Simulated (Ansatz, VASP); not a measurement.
## MoH6 in VASP and in Ansatz

```xyz
7
Lattice="-1.9764 1.9764 1.9764 1.9764 -1.9764 1.9764 1.9764 1.9764 -1.9764" Properties=species:S:1:pos:R:3 pbc="T T T"
H     1.9764    0.0000    0.9882
H     1.9764    0.9882    0.0000
H     0.9882    1.9764    0.0000
H     0.0000    1.9764    0.9882
H     0.9882    0.0000    1.9764
H     0.0000    0.9882    1.9764
Mo    0.0000    0.0000    0.0000
```

Alike in both runs: functional PBE; k mesh 3 × 3 × 3; occupations gaussian, width 0.15 eV; no spin polarisation.

Ansatz relaxed the structure, and its values are those at the end. VASP's run is a single point on that final structure, the one shown.

```csv
,VASP,Ansatz
version,VASP 6.6.1,Ansatz 0.2.0
potentials or method,"VASP PAW PBE potentials, release 64 (H, Mo_sv), cutoff 500 eV","scalar-relativistic, plane waves, PAW"
valence electrons in the cell,20,20
```

```tsv
	VASP	Ansatz	Ansatz less VASP
gap on the k mesh at the Fermi level (eV)	none	none	-
pressure (GPa)	-0.2	-0.1	+0.16
```

A gap of «none» marks a metal or a gap that the smearing closes. The functional is the same, so the differences come from potentials, cutoffs and numerics.

The k mesh is coarse, so the values compare programs but aren't converged.
